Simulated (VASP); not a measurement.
# TiO2: single point with PBE+D3(BJ)

TiO2:

```
Ti O
1.0
     2.67781   -2.67788   -0.02004
     2.67781    2.67788   -0.02004
    -2.64196    0.00000    4.80683
Ti O
2 4
Direct
  0.12501 0.87499 0.25000
  0.87499 0.12501 0.75000
  0.33307 0.08306 0.66614
  0.66693 0.91694 0.33386
  0.91694 0.66693 0.83386
  0.08306 0.33307 0.16614
```

```yaml
Program: VASP 6.6.1
Task: single point
Functional: PBE
Dispersion: D3(BJ)
Potentials_or_basis: VASP PAW PBE potentials, release 64 (Ti_sv, O)
Cutoff: 520 eV
k_mesh: 8 × 8 × 6
Occupations: gaussian, width 0.02 eV
Spin: no spin polarisation
```

```json
{
 "Pressure": "0.7 GPa",
 "Largest force": "0.021 eV/Å",
 "Band gap on the k mesh": "2.13 eV (least direct gap 2.44 eV)",
 "Dispersion energy per atom": "-0.224 eV"
}
```

Forces on the atoms (eV/Å):
```
Ti   0.000  0.000  0.000
Ti   0.000  0.000  0.000
O    0.000  0.000  0.021
O    0.000  0.000 -0.021
O    0.000  0.000 -0.021
O    0.000  0.000  0.021
```

Levels at points of the mesh, in eV from the valence-band top:
```tsv
k point	band 22	band 23	band 24	band 25	band 26	band 27
(0.00, 0.00, 0.00)	-0.75	-0.43	-0.43	2.13	2.84	3.98
(0.50, 0.00, 0.00)	-0.91	-0.83	-0.62	3.24	3.55	3.55
(0.50, 0.50, 0.00)	-2.03	0.00	0.00	3.32	3.32	3.80
(0.00, 0.00, 0.50)	-1.24	-0.09	-0.09	2.47	2.47	3.76
(0.50, 0.00, 0.50)	-0.91	-0.83	-0.62	3.24	3.55	3.55
(0.50, 0.50, 0.50)	-2.03	0.00	0.00	3.32	3.32	3.80
```

It took 4.9 min on 1 thread of Intel Xeon 8259CL (shared host), peak memory 0.32 GiB.

A k mesh can miss the band edges.
